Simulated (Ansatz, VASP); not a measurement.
As2Cl: VASP beside Ansatz

File POSCAR:

```
As2Cl
1.0
    3.5114440000      0.0000000000      0.0000000000
    1.7557220000     -6.1909320000      0.0000000000
    0.0000000000      0.0000000000     -5.5177450000
As Cl
4 2
Direct
    0.4299000000      0.1402000000      0.8833000000
    0.5701000000      0.8598000000      0.3833000000
    0.2980000000      0.4040000000      0.1997000000
    0.7020000000      0.5960000000      0.6997000000
    0.0931400000      0.8137200000      0.0000000000
    0.9068600000      0.1862800000      0.5000000000
```

The input INCAR.step1:

```
SYSTEM = As2Cl
PREC = Accurate ; ENCUT = 520
ISMEAR = -1 ; SIGMA = 0.1089
LREAL = .FALSE. ; LASPH = .TRUE.
NELM = 100 ; NBANDS = 26
GGA = PE ; ALGO = Normal
EDIFF = 1E-4 ; LWAVE = .TRUE.
LCHARG = .FALSE.
```

INCAR.step2

```
SYSTEM = As2Cl
PREC = Accurate ; ENCUT = 520
EDIFF = 1E-7 ; ISMEAR = -1
SIGMA = 0.1089 ; LREAL = .FALSE.
LASPH = .TRUE. ; NELM = 100
ALGO = Normal ; ISIF = 2
LWAVE = .FALSE. ; LCHARG = .FALSE.
METAGGA = R2SCAN ; LMIXTAU = .TRUE.
NBANDS = 26 ; ISTART = 1
```

Contents of KPOINTS:

```
Automatic mesh
0
G
  9 9 6
  0 0 0
```

Input for Ansatz:

```yaml
crystal:
  lattice:
    - [3.511444, 0.0, 0.0]
    - [1.755722, -6.190932, 0.0]
    - [0.0, 0.0, -5.517745]
  atoms:
    - { symbol: As, position: [0.4299, 0.1402, 0.8833] }
    - { symbol: As, position: [0.5701, 0.8598, 0.3833] }
    - { symbol: As, position: [0.298, 0.404, 0.1997] }
    - { symbol: As, position: [0.702, 0.596, 0.6997] }
    - { symbol: Cl, position: [0.09314, 0.81372, 0.0] }
    - { symbol: Cl, position: [0.90686, 0.18628, 0.5] }
  symmetry: { tolerance: 0.0003 }
kpoints:
  mp_grid: { grid: [9, 9, 6], shift: [0, 0, 0] }
  band_path:
    path:
      - [0.0, 0.0, 0.0]
      - [0.0, -0.5, 0.0]
      - [-0.45978673, -0.72989336, 0.0]
      - [-0.54021327, -0.27010664, 0.0]
      - [0.0, 0.0, 0.0]
      - [0.0, 0.0, 0.5]
      - [-0.54021327, -0.27010664, 0.5]
      - [-0.45978673, -0.72989336, 0.5]
      - [0.0, -0.5, 0.5]
      - [0.0, -0.5, 0.0]
      - [0.0, 0.0, 0.0]
    npoints: 6
magnetization:
  spin_polarized: false
scf:
  occupations: { method: fermi_dirac, width: 0.1089 }
  lower_state_search: "off"
  max_iter: 200
hamiltonian:
  pseudopotentials: { kind: paw }
  xc: r2scan
basis:
  ecutwfc: 500
  fft_grid_basis: typed
output:
  forces: true
  stress: true
  eigenvalues: true
  bader: true
  populations: true
  elf: true
  write_potential: true
  volumetric_format: npy
  dos:
    e_range: [-12, 8]
    de: 0.05
    projected: { site_lists: { As: [As], Cl: [Cl] } }
checkpoint:
  read: saved_state
```

Alike in both runs: task single point; functional r2SCAN; k mesh 9 × 9 × 6; occupations fermi-dirac, width 0.1089 eV; no spin polarisation.

|  | VASP | Ansatz |
| --- | --- | --- |
| version | VASP 6.6.1 | Ansatz 0.2.0 |
| potentials or method | VASP PAW PBE potentials, release 64 (As, Cl), cutoff 520 eV | PAW plane waves |
| valence electrons in the cell | 34 | 74 |

VASP gave:

```
pressure (GPa)                                                : 8.0
traceless stress, the component that is largest in VASP (GPa) : 1.33
rms of the force components (eV/Å)                            : 0.732
```

Problem. Which values does Ansatz return?

Solution. Pressure (GPa): 8.0; traceless stress, the component that is largest in VASP (GPa): 1.35; rms of the force components (eV/Å): 0.735.

VASP's potentials were made for PBE, not for r2SCAN. Atom by atom the forces differ by 0.003 eV/Å (rms over components). The functional is the same, so the differences come from potentials, cutoffs and numerics. VASP's potentials hold 34 valence electrons a cell and Ansatz's 74, so a difference there can come from the potentials and not from the codes.
